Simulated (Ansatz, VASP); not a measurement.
**Two plane-wave programs on SiNi**

```
CELL_PARAMETERS angstrom
4.49678 0.00000 0.00000
0.00000 4.49678 0.00000
0.00000 0.00000 4.49678
ATOMIC_POSITIONS crystal
Si 0.86010 0.86010 0.86010
Si 0.63990 0.13990 0.36010
Si 0.36010 0.63990 0.13990
Si 0.13990 0.36010 0.63990
Ni 0.14700 0.14700 0.14700
Ni 0.35300 0.85300 0.64700
Ni 0.64700 0.35300 0.85300
Ni 0.85300 0.64700 0.35300
```

Alike in both runs: task single point; functional PBEsol; k mesh 8 × 8 × 8; occupations gaussian, width 0.1 eV; no spin polarisation.

|  | VASP | Ansatz |
| --- | --- | --- |
| version | VASP 6.6.1 | Ansatz 0.2.0 |
| potentials or method | VASP PAW PBE potentials, release 64 (Si, Ni), cutoff 600 eV | scalar-relativistic, plane waves, PAW |
| valence electrons in the cell | 56 | 88 |

```csv
,VASP,Ansatz,Ansatz less VASP
gap on the k mesh at the Fermi level (eV),none,none,-
pressure (GPa),-2.4,-2.6,-0.18
rms of the force components (eV/Å),0.496,0.492,-0.0039
```

VASP's potentials were made for PBE, not for PBEsol. Atom by atom the forces differ by 0.004 eV/Å (rms over components). A gap of «none» marks a metal or a gap that the smearing closes. The functional is the same, so the differences come from potentials, cutoffs and numerics. VASP's potentials hold 56 valence electrons a cell and Ansatz's 88, so a difference there can come from the potentials and not from the codes.
